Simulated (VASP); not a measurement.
# Sc (Fm-3m) in VASP: a run that goes wrong, beside a sound one

Two runs on Sc: the first has a flaw, the second is sound.

All numbers are computed with VASP 6.6.1; they aren't measurements. Logs are shortened: lines on timing, memory, paths and dates and some standing lists are left out, and cuts for length are marked.

## Step 1: The cell of the first run

Symmetry: Fm-3m, No. 225, cubic system. Conventional cell: a = 4.520 Å, b = 4.520 Å, c = 4.520 Å, α = 90.00°, β = 90.00°, γ = 90.00°. Sc (site symmetry m-3m) has 12 Sc at 3.20 Å within 4.2 Å.

This isn't the form of Sc at room conditions, which is hcp.

## Step 2: A run with an altered input

INCAR

```
SYSTEM = Sc
ALGO     = Normal         ! electronic algorithm
EDIFF    = 1E-6           ! SCF threshold, eV
ENCUT    = 400            ! plane-wave cutoff, eV
GGA      = PE             ! functional
GGA_COMPAT= .FALSE.      
ICHARG   = 11             ! starting density
ISIF     = 2              ! what is computed and relaxed
ISMEAR   = 1              ! smearing method
LASPH    = .TRUE.         ! aspherical terms in the spheres
LCHARG   = .FALSE.        ! write CHGCAR
LREAL    = .FALSE.        ! projectors in reciprocal space
LWAVE    = .FALSE.        ! write WAVECAR
NELM     = 60             ! most SCF steps
PREC     = Accurate       ! precision mode
SIGMA    = 0.1            ! smearing width, eV
```

KPOINTS

```
k-points
0
Gamma
  13 13 13
```

POSCAR

```
Sc
1.0
    0.0000000000      2.2600000000      2.2600000000
    2.2600000000      0.0000000000      2.2600000000
    2.2600000000      2.2600000000      0.0000000000
Sc
1
Direct
    0.0000000000      0.0000000000      0.0000000000
```

Potentials or basis: VASP PAW PBE potentials, release 64 (Sc_sv).

Started as:

```
$ cat potpaw_PBE.64/Sc_sv/POTCAR > POTCAR
$ mpirun -np 1 vasp_std > vasp.out
```

OUTCAR:

```text
SYSTEM = Sc
   EDIFF = 1E-6
   ENCUT = 400
   GGA = PE
   ICHARG = 11
   ISIF = 2
   ISMEAR = 1
   LASPH = .TRUE.
   LREAL = .FALSE.
   NELM = 60
[... 27 lines left out ...]
   LASPH  =      T    aspherical Exc in radial PAW
   ENCUT  =  400.0 eV  29.40 Ry    5.42 a.u.   5.21  5.21  5.21*2*pi/ulx,y,z
   NELM   =     60;   NELMIN=  2; NELMDL= -5     # of ELM steps
   EDIFF  = 0.1E-05   stopping-criterion for ELM
   LREAL  =      F    real-space projection
   EDIFFG = 0.1E-04   stopping-criterion for IOM
   NSW    =      0    number of steps for IOM
   IBRION =     -1    ionic relax: 0-MD 1-quasi-New 2-CG
   NFREE  =      0    steps in history (QN), initial steepest desc. (CG)
   ISIF   =      2    stress and relaxation
[... 23 lines left out ...]
   IVDW    =     0    specifies the selected vdW correction
   LEPSILON=     F    determine dielectric tensor
   LRPA    =     F    only Hartree local field effects (RPA)

   CSHIFT  =0.1000    complex shift for real part using Kramers Kronig

   OMEGAMAX=  -1.0    maximum frequency
 non-spin polarized calculation
 Methfessel and Paxton  Order N= 1 SIGMA  =   0.10
  energy-cutoff  :      400.00
  volume of cell :       23.09
 maximum number of plane-waves:       440
 NGX is ok and might be reduce to    24
```

On the terminal:

```text
POSCAR found type information on POSCAR Sc
 POSCAR found :  1 types and       1 ions
[... 25 lines left out ...]

1
```

Wall time 1 s (1 thread of Intel Xeon Platinum 8375C at 2.90GHz (Ice Lake), shared host).

The input was rejected before any iteration. The fault, put in on purpose: restart asked without its files (ICHARG = 11).

## Step 3: Single point, PBE

INCAR, as its differences from that of step 2:

```diff
@@ -6,3 +6,2 @@
 GGA_COMPAT= .FALSE.      
-ICHARG   = 11             ! starting density
 ISIF     = 2              ! what is computed and relaxed
@@ -13,3 +12,3 @@
 LWAVE    = .FALSE.        ! write WAVECAR
-NELM     = 60             ! most SCF steps
+NELM     = 120            ! most SCF steps
 PREC     = Accurate       ! precision mode
```

KPOINTS is that of step 2.

POSCAR is that of step 2.

Potentials or basis: VASP PAW PBE potentials, release 64 (Sc_sv).

Started as:

```
$ cat potpaw_PBE.64/Sc_sv/POTCAR > POTCAR
$ mpirun -np 1 vasp_std > vasp.out
```

Run time: 15 s. Hardware: 1 thread of Intel Xeon Platinum 8375C at 2.90GHz (Ice Lake), shared host; peak memory 0.14 GiB.

The run converged. Its results:

- Free energy: -6.1830 eV
- Pressure: 3.6 GPa
- Band gap on the k mesh: zero (an odd number of electrons rules out a gap without spin polarisation)

Levels at points of the mesh, in eV from the Fermi level:
```tsv
k point	band 1	band 2	band 3	band 4	band 5	band 6	band 7	band 8	band 9
(0.00, 0.00, 0.00)	-49.26	-27.64	-27.64	-27.64	-5.32	1.67	1.67	1.67	3.17
```

Caveat: the cell stands under pressure.
